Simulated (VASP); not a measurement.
# HgTe (F-43m) in VASP: further runs

The runs below take HgTe through single point, relaxation of cell and atoms, with PBE.

Program: VASP 6.6.1. These are calculated values, not measurements. Logs are shortened: lines on timing, memory, paths and dates and some standing lists are left out, and cuts for length are marked.

### 1 The cell of the first run

It takes space group F-43m (No. 216, cubic). Conventional cell: a = 6.868 Å, b = 6.868 Å, c = 6.868 Å, α = 90.00°, β = 90.00°, γ = 90.00°. Hg (site symmetry -43m) has 4 Te at 2.97 Å within 3.9 Å. Within 3.9 Å of Te (site symmetry -43m) lie 4 Hg at 2.97 Å.

### 2 Single point, PBE (40.49 Å³/atom)

File INCAR:

```
SYSTEM = HgTe
ALGO = Normal ; EDIFF = 1E-7
ENCUT = 520 ; GGA = PE
ISIF = 2 ; ISMEAR = 0
LASPH = .True. ; LCHARG = .False.
LREAL = .False. ; LWAVE = .False.
NBANDS = 16 ; NELM = 80
PREC = Accurate ; SIGMA = 0.1
```

File KPOINTS:

```
k-points
0
Gamma
  12 12 12
  0 0 0
```

File POSCAR:

```
HgTe
1.0
    0.0000000000      3.4337846248      3.4337846248
    3.4337846248      0.0000000000      3.4337846248
    3.4337846248      3.4337846248      0.0000000000
Hg Te
1 1
Direct
    0.0000000000      0.0000000000      0.0000000000
    0.2500000000      0.2500000000      0.2500000000
```

Potentials or basis: VASP PAW PBE potentials, release 64 (Hg, Te).

Run with:

```
$ cat potpaw_PBE.64/Hg/POTCAR potpaw_PBE.64/Te/POTCAR > POTCAR
$ mpirun -np 1 vasp_std > vasp.out
```

OUTCAR:

```text
SYSTEM = HgTe
   EDIFF = 1E-7
   ENCUT = 520
   GGA = PE
   ISIF = 2
   ISMEAR = 0
   LASPH = .True.
   LREAL = .False.
   NELM = 80
   PREC = Accurate

 ion  position               nearest neighbor table
   1  0.000  0.000  0.000-   2 2.97   2 2.97   2 2.97   2 2.97
   2  0.250  0.250  0.250-   1 2.97   1 2.97   1 2.97   1 2.97

  LATTYP: Found a face centered cubic cell.
 ALAT       =     6.8675692496

  Lattice vectors:

 A1 = (   0.0000000000,   3.4337846248,   3.4337846248)
 A2 = (   3.4337846248,   0.0000000000,   3.4337846248)
 A3 = (   3.4337846248,   3.4337846248,   0.0000000000)

Analysis of symmetry for initial positions (statically):
=====================================================================
 Subroutine PRICEL returns:
 Original cell was already a primitive cell.

 Routine SETGRP: Setting up the symmetry group for a
 face centered cubic supercell.

 Subroutine GETGRP returns: Found 24 space group operations
 (whereof 24 operations were pure point group operations)
 out of a pool of 48 trial point group operations.

The static configuration has the point symmetry T_d .

Analysis of symmetry for dynamics (positions and initial velocities):
=====================================================================
 Subroutine PRICEL returns:
 Original cell was already a primitive cell.

 Routine SETGRP: Setting up the symmetry group for a
 face centered cubic supercell.

 Subroutine GETGRP returns: Found 24 space group operations
 (whereof 24 operations were pure point group operations)
 out of a pool of 48 trial point group operations.

The dynamic configuration has the point symmetry T_d .

 Subroutine INISYM returns: Found 24 space group operations
 (whereof 24 operations are pure point group operations),
 and found     1 'primitive' translations

----------------------------------------------------------------------------------------

                                     Primitive cell

  volume of cell :      80.9747

  direct lattice vectors                    reciprocal lattice vectors
     0.000000000  3.433784625  3.433784625    -0.145611928  0.145611928  0.145611928
     3.433784625  0.000000000  3.433784625     0.145611928 -0.145611928  0.145611928
     3.433784625  3.433784625  0.000000000     0.145611928  0.145611928 -0.145611928

  length of vectors
     4.856104787  4.856104787  4.856104787     0.252207258  0.252207258  0.252207258

  position of ions in fractional coordinates (direct lattice)
     0.000000000  0.000000000  0.000000000
     0.250000000  0.250000000  0.250000000

[... 77 lines left out ...]
   LREAL  =      F    real-space projection
   EDIFFG = 0.1E-05   stopping-criterion for IOM
   NSW    =      0    number of steps for IOM
   IBRION =     -1    ionic relax: 0-MD 1-quasi-New 2-CG
   NFREE  =      0    steps in history (QN), initial steepest desc. (CG)
   ISIF   =      2    stress and relaxation
   ISYM   =      2    0-nonsym 1-usesym 2-fastsym
   POTIM  = 0.5000    time-step for ionic-motion
   TEBEG  =    0.0;   TEEND  =   0.0 temperature during run
   PSTRESS=    0.0 pullay stress
   NELECT =      18.0000    total number of electrons
   NUPDOWN=      -1.0000    fix difference up-down
   EMIN   =  10.00;   EMAX   =-10.00  energy-range for DOS
   EFERMI =   0.00;   METHOD = LEGACY
   ISMEAR =     0;   SIGMA  =   0.10  broadening in eV -4-tet -1-fermi 0-gaus
   EFERMI_NEDOS =   21; number of points for ismear=-14 and -15
   IALGO  =     38    algorithm
   IMIX   =      4    mixing-type and parameters
     AMIX     =   0.40;   BMIX     =  1.00
     AMIX_MAG =   1.60;   BMIX_MAG =  1.00
  volume/ion in A,a.u.               =      40.49       273.22
  Fermi-wavevector in a.u.,A,eV,Ry     =   0.991705  1.874051 13.381048  0.983479
  Thomas-Fermi vector in A             =   2.123465
   LORBIT       =      0    0 simple, 1 ext, 2 COOP (PROOUT), +10 PAW based schemes
   GGA     = PE    functional components
   LHFCALC =     F    Hartree Fock is set to
   AEXX    =    0.0000 exact exchange contribution
   IVDW    =     0    specifies the selected vdW correction
   LEPSILON=     F    determine dielectric tensor
   LRPA    =     F    only Hartree local field effects (RPA)
 non-spin polarized calculation
 Gauss-broadening in eV      SIGMA  =   0.10
  energy-cutoff  :      520.00
  volume of cell :       80.97
 maximum number of plane-waves:      2202
   NGX = 19   NGY = 19   NGZ = 19

 number of electron      18.0000003 magnetization

 Free energy of the ion-electron system (eV)
  ---------------------------------------------------
  ext. energy  EPLUGINS =         0.00000000
  ---------------------------------------------------
  free energy    TOTEN  =        -3.58916104 eV

  energy without entropy =       -3.58897748  energy(sigma->0) =       -3.58906926

 E-fermi :   1.4511     XC(G=0):  -7.9373

 val. band max:        1.3702184550   @ k =   0.0000   0.0000   0.0000
 cond. band min:       1.6426134441   @ k =   0.0833   0.0000   0.0000
 fundamental gap:      0.2723949891
 Fermi energy:         1.4511097956

 k-point     1 :       0.0000    0.0000    0.0000
  band No.  band energies     occupation
      1      -9.5020      2.00000
      2      -5.0923      2.00000
      3      -5.0923      2.00000
      4      -5.0923      2.00000
      5      -4.7551      2.00000
      6      -4.7551      2.00000
[... 433 lines left out ...]
      3      -4.9834      2.00000
      4      -4.7612      2.00000
      5      -4.7473      2.00000
      6      -4.5332      2.00000
[... 8 lines left out ...]
     15      10.5156      0.00000
     16      10.7660      0.00000

 [... further k-points ...]

------------------------ aborting loop because EDIFF is reached ----------------------------------------

  FORCE on cell =-STRESS in cart. coord.  units (eV):
  Direction    XX          YY          ZZ          XY          YZ          ZX
  --------------------------------------------------------------------------------------
  -------------------------------------------------------------------------------------
  Total       -1.2832180     -1.2832180     -1.2832180     -0.0000000      0.0000000     -0.0000000
  in kB      -25.3899515    -25.3899515    -25.3899515     -0.0000000      0.0000000     -0.0000000
  external PRESSURE =     -25.3899515 kB  Pullay stress =       0.0000000 kB

 VOLUME and BASIS-vectors are now :
 -----------------------------------------------------------------------------
  energy-cutoff  :      520.00
  volume of cell :       80.97
      direct lattice vectors                 reciprocal lattice vectors
     0.000000000  3.433784625  3.433784625    -0.145611928  0.145611928  0.145611928
     3.433784625  0.000000000  3.433784625     0.145611928 -0.145611928  0.145611928
     3.433784625  3.433784625  0.000000000     0.145611928  0.145611928 -0.145611928

 POSITION                                       TOTAL-FORCE (eV/Angst)
 -----------------------------------------------------------------------------------
      0.00000      0.00000      0.00000        -0.000000     -0.000000     -0.000000
      1.71689      1.71689      1.71689         0.000000      0.000000      0.000000
 -----------------------------------------------------------------------------------
    total drift:                               -0.000000     -0.000000     -0.000000

  FREE ENERGIE OF THE ION-ELECTRON SYSTEM (eV)
  ---------------------------------------------------
  free  energy   TOTEN  =        -3.5891610392 eV

  energy  without entropy=       -3.5889774842  energy(sigma->0) =       -3.58906926
```

OSZICAR:

```text
N       E                     dE             d eps       ncg     rms          rms(c)
DAV:   1     0.103252163987E+03    0.10325E+03   -0.77226E+03  2304   0.948E+02
DAV:   2     0.198772956602E+00   -0.10305E+03   -0.96179E+02  2592   0.220E+02
DAV:   3    -0.374326586650E+01   -0.39420E+01   -0.39309E+01  2896   0.446E+01
DAV:   4    -0.378213105574E+01   -0.38865E-01   -0.38862E-01  3376   0.391E+00
DAV:   5    -0.378226751362E+01   -0.13646E-03   -0.13646E-03  3032   0.217E-01    0.513E+00
DAV:   6    -0.359365531504E+01    0.18861E+00   -0.37335E-01  2728   0.718E+00    0.433E+00
DAV:   7    -0.358923718560E+01    0.44181E-02   -0.72172E-02  2728   0.171E+00    0.184E+00
DAV:   8    -0.358906114889E+01    0.17604E-03   -0.63137E-03  2600   0.852E-01    0.378E-01
DAV:   9    -0.358911523438E+01   -0.54085E-04   -0.67564E-04  3016   0.256E-01    0.607E-02
DAV:  10    -0.358914748039E+01   -0.32246E-04   -0.80089E-05  2784   0.747E-02    0.382E-02
DAV:  11    -0.358916090188E+01   -0.13421E-04   -0.18296E-05  2840   0.264E-02    0.113E-02
DAV:  12    -0.358916110683E+01   -0.20495E-06   -0.23454E-06  2736   0.937E-03    0.794E-03
DAV:  13    -0.358916103922E+01    0.67613E-07   -0.13849E-07  2936   0.207E-03
   1 F= -.35891610E+01 E0= -.35890693E+01  d E =-.183555E-03
```

stdout:

```text
POSCAR found type information on POSCAR HgTe
 POSCAR found :  2 types and       2 ions
 scaLAPACK will be used
 LDA part: xc-table for (Slater+PW92), standard interpolation
 POSCAR, INCAR and KPOINTS ok, starting setup
 FFT: planning ... GRIDC
 FFT: planning ... GRID_SOFT
 FFT: planning ... GRID
 WAVECAR not read
 entering main loop
```

Wall time 83 s (1 thread of Intel Xeon 8259CL, shared host); peak memory 0.27 GiB.

What came out:

- Free energy: -3.5892 eV
- Pressure: -2.5 GPa
- Band gap on the k mesh: zero (filled and empty bands touch)

Levels at points of the mesh, in eV from the Fermi level:
| k point | band 7 | band 8 | band 9 | band 10 | band 11 | band 12 |
| --- | --- | --- | --- | --- | --- | --- |
| (0.00, 0.00, 0.00) | -1.20 | -0.08 | -0.08 | -0.08 | 4.42 | 4.42 |
| (0.50, 0.00, 0.00) | -4.50 | -0.76 | -0.76 | 0.61 | 5.09 | 5.09 |
| (0.50, 0.50, 0.00) | -4.59 | -1.67 | -1.67 | 1.79 | 2.85 | 7.56 |

Caveat: semilocal functionals underestimate gaps, so a narrow gap can read as zero; spin-orbit coupling is left out, which moves the levels of the heavy elements.

### 3 Relaxation of cell and atoms, PBE

This run uses another cell than the first one, of 36.81 Å³/atom.

File INCAR:

```
SYSTEM = HgTe
ALGO = Normal
EDIFF = 1E-7
EDIFFG = -0.005
ENCUT = 600
GGA = PE
IBRION = 2
ISIF = 3
ISMEAR = 0
LASPH = .TRUE.
LCHARG = .FALSE.
LREAL = .FALSE.
LWAVE = .FALSE.
NELM = 60
NSW = 100
PREC = Accurate
SIGMA = 0.1
```

File KPOINTS:

```
k-points
0
G
  12 12 12
  0 0 0
```

File POSCAR:

```
HgTe
1.0
    0.0000000000      3.3264077971      3.3264077971
    3.3264077971      0.0000000000      3.3264077971
    3.3264077971      3.3264077971      0.0000000000
Hg Te
1 1
Direct
    0.0000000000      0.0000000000      0.0000000000
    0.2500000000      0.2500000000      0.2500000000
```

Potentials or basis: VASP PAW PBE potentials, release 64 (Hg, Te).

Run with:

```
$ cat potpaw_PBE.64/Hg/POTCAR potpaw_PBE.64/Te/POTCAR > POTCAR
$ mpirun -np 1 vasp_std > vasp.out
```

OUTCAR:

```text
SYSTEM = HgTe
   EDIFF = 1E-7
   EDIFFG = -0.005
   ENCUT = 600
   GGA = PE
   IBRION = 2
   ISIF = 3
   ISMEAR = 0
   LASPH = .TRUE.
   LREAL = .FALSE.
   NELM = 60
   NSW = 100
   PREC = Accurate

 ion  position               nearest neighbor table
   1  0.000  0.000  0.000-   2 2.88   2 2.88   2 2.88   2 2.88
   2  0.250  0.250  0.250-   1 2.88   1 2.88   1 2.88   1 2.88

  LATTYP: Found a face centered cubic cell.
 ALAT       =     6.6528155942

  Lattice vectors:

 A1 = (   0.0000000000,   3.3264077971,   3.3264077971)
 A2 = (   3.3264077971,   0.0000000000,   3.3264077971)
 A3 = (   3.3264077971,   3.3264077971,   0.0000000000)

Analysis of symmetry for initial positions (statically):
=====================================================================
 Subroutine PRICEL returns:
 Original cell was already a primitive cell.

 Routine SETGRP: Setting up the symmetry group for a
 face centered cubic supercell.

 Subroutine GETGRP returns: Found 24 space group operations
 (whereof 24 operations were pure point group operations)
 out of a pool of 48 trial point group operations.

The static configuration has the point symmetry T_d .

Analysis of symmetry for dynamics (positions and initial velocities):
=====================================================================
 Subroutine PRICEL returns:
 Original cell was already a primitive cell.

 Routine SETGRP: Setting up the symmetry group for a
 face centered cubic supercell.

 Subroutine GETGRP returns: Found 24 space group operations
 (whereof 24 operations were pure point group operations)
 out of a pool of 48 trial point group operations.

The dynamic configuration has the point symmetry T_d .

 Subroutine INISYM returns: Found 24 space group operations
 (whereof 24 operations are pure point group operations),
 and found     1 'primitive' translations

----------------------------------------------------------------------------------------

                                     Primitive cell

  volume of cell :      73.6133

  direct lattice vectors                    reciprocal lattice vectors
     0.000000000  3.326407797  3.326407797    -0.150312298  0.150312298  0.150312298
     3.326407797  0.000000000  3.326407797     0.150312298 -0.150312298  0.150312298
     3.326407797  3.326407797  0.000000000     0.150312298  0.150312298 -0.150312298

  length of vectors
     4.704251021  4.704251021  4.704251021     0.260348537  0.260348537  0.260348537

  position of ions in fractional coordinates (direct lattice)
     0.000000000  0.000000000  0.000000000
     0.250000000  0.250000000  0.250000000

  ion indices of the primitive-cell ions
   primitive index   ion index
                 1           1
                 2           2

----------------------------------------------------------------------------------------

[... 110 lines left out ...]

 number of electron      18.0000002 magnetization

 Free energy of the ion-electron system (eV)
  ---------------------------------------------------
  ext. energy  EPLUGINS =         0.00000000
  ---------------------------------------------------
  free energy    TOTEN  =        -3.65195644 eV

  energy without entropy =       -3.65179192  energy(sigma->0) =       -3.65187418

------------------------ aborting loop because EDIFF is reached ----------------------------------------

  FORCE on cell =-STRESS in cart. coord.  units (eV):
  Direction    XX          YY          ZZ          XY          YZ          ZX
  --------------------------------------------------------------------------------------
  -------------------------------------------------------------------------------------
  Total        0.0137192      0.0137192      0.0137192      0.0000000      0.0000000      0.0000000
  in kB        0.2985963      0.2985963      0.2985963      0.0000000      0.0000000      0.0000000
  external PRESSURE =       0.2985963 kB  Pullay stress =       0.0000000 kB

 VOLUME and BASIS-vectors are now :
 -----------------------------------------------------------------------------
  energy-cutoff  :      600.00
  volume of cell :       73.61
      direct lattice vectors                 reciprocal lattice vectors
     0.000000000  3.326407797  3.326407797    -0.150312298  0.150312298  0.150312298
     3.326407797  0.000000000  3.326407797     0.150312298 -0.150312298  0.150312298
     3.326407797  3.326407797  0.000000000     0.150312298  0.150312298 -0.150312298

 POSITION                                       TOTAL-FORCE (eV/Angst)
 -----------------------------------------------------------------------------------
      0.00000      0.00000      0.00000         0.000000      0.000000      0.000000
      1.66320      1.66320      1.66320        -0.000000     -0.000000     -0.000000
 -----------------------------------------------------------------------------------
    total drift:                               -0.000000     -0.000000     -0.000000

  FREE ENERGIE OF THE ION-ELECTRON SYSTEM (eV)
  ---------------------------------------------------
  free  energy   TOTEN  =        -3.6519564406 eV

  energy  without entropy=       -3.6517919186  energy(sigma->0) =       -3.65187418

--------------------------------------- Ionic step        2  -------------------------------------------

 number of electron      18.0000002 magnetization

 Free energy of the ion-electron system (eV)
  ---------------------------------------------------
  ext. energy  EPLUGINS =         0.00000000
  ---------------------------------------------------
  free energy    TOTEN  =        -3.65196302 eV

  energy without entropy =       -3.65179839  energy(sigma->0) =       -3.65188070

 E-fermi :   2.2877     XC(G=0):  -8.3493

 val. band max:        2.2158763323   @ k =   0.0000   0.0000   0.0000
 cond. band min:       2.5671246590   @ k =   0.0833   0.0000   0.0000
 fundamental gap:      0.3512483267
 Fermi energy:         2.2877133491

 k-point     1 :       0.0000    0.0000    0.0000
  band No.  band energies     occupation
      1      -9.1860      2.00000
      2      -4.6664      2.00000
      3      -4.6664      2.00000
      4      -4.6664      2.00000
      5      -4.2363      2.00000
      6      -4.2363      2.00000
      7       1.2884      2.00000
      8       2.2159      1.69034
      9       2.2159      1.69034
     10       2.2159      1.69034
     11       6.5921      0.00000
     12       6.5921      0.00000
     13       6.5921      0.00000
[... 354 lines left out ...]
  band No.  band energies     occupation
      1      -8.6705      2.00000
      2      -4.5435      2.00000
      3      -4.5280      2.00000
      4      -4.2468      2.00000
      5      -4.2268      2.00000
      6      -3.9607      2.00000
      7      -2.6339      2.00000
      8       0.3749      2.00000
      9       1.1858      2.00000
     10       3.9323      0.00000
     11       6.9037      0.00000
     12       7.8367      0.00000
     13       8.7311      0.00000

 [... further k-points ...]

------------------------ aborting loop because EDIFF is reached ----------------------------------------

  FORCE on cell =-STRESS in cart. coord.  units (eV):
  Direction    XX          YY          ZZ          XY          YZ          ZX
  --------------------------------------------------------------------------------------
  -------------------------------------------------------------------------------------
  Total       -0.0003861     -0.0003861     -0.0003861      0.0000000     -0.0000000     -0.0000000
  in kB       -0.0083942     -0.0083942     -0.0083942      0.0000000     -0.0000000     -0.0000000
  external PRESSURE =      -0.0083942 kB  Pullay stress =       0.0000000 kB

 VOLUME and BASIS-vectors are now :
 -----------------------------------------------------------------------------
  energy-cutoff  :      600.00
  volume of cell :       73.69
      direct lattice vectors                 reciprocal lattice vectors
     0.000000000  3.327508593  3.327508593    -0.150262572  0.150262572  0.150262572
     3.327508593  0.000000000  3.327508593     0.150262572 -0.150262572  0.150262572
     3.327508593  3.327508593  0.000000000     0.150262572  0.150262572 -0.150262572

 POSITION                                       TOTAL-FORCE (eV/Angst)
 -----------------------------------------------------------------------------------
      0.00000      3.32751      3.32751        -0.000000     -0.000000     -0.000000
      1.66375      1.66375      1.66375         0.000000      0.000000      0.000000
 -----------------------------------------------------------------------------------
    total drift:                               -0.000000     -0.000000     -0.000000

  FREE ENERGIE OF THE ION-ELECTRON SYSTEM (eV)
  ---------------------------------------------------
  free  energy   TOTEN  =        -3.6519630195 eV

  energy  without entropy=       -3.6517983890  energy(sigma->0) =       -3.65188070

 reached required accuracy - stopping structural energy minimisation
```

Run time: 2.4 min. Hardware: 1 thread of Intel Xeon 8259CL, shared host; peak memory 0.31 GiB.

What came out:

```yaml
Free_energy: -3.6520 eV
Relaxed_volume: 36.84 Å³/atom
Relaxed_cell: a = 4.706 Å, b = 4.706 Å, c = 4.706 Å, α = 60.00°, β = 60.00°, γ = 60.00°
Space_group_after_relaxing_to_0.1_Å: F-43m (No. 216)
Energy_gained_by_relaxing: 0.0 meV/atom
Ionic_steps: 2
Pressure_after_relaxing: 0.0 GPa
Band_gap_on_the_k_mesh: zero (filled and empty bands touch)
```

Final structure:
```xyz
2
Lattice="0.0000 3.3275 3.3275 3.3275 0.0000 3.3275 3.3275 3.3275 0.0000" Properties=species:S:1:pos:R:3 pbc="T T T"
Hg    0.0000    3.3275    3.3275
Te    1.6638    1.6638    1.6638
```

Caveat: semilocal functionals underestimate gaps, so a narrow gap can read as zero; spin-orbit coupling is left out, which moves the levels of the heavy elements.
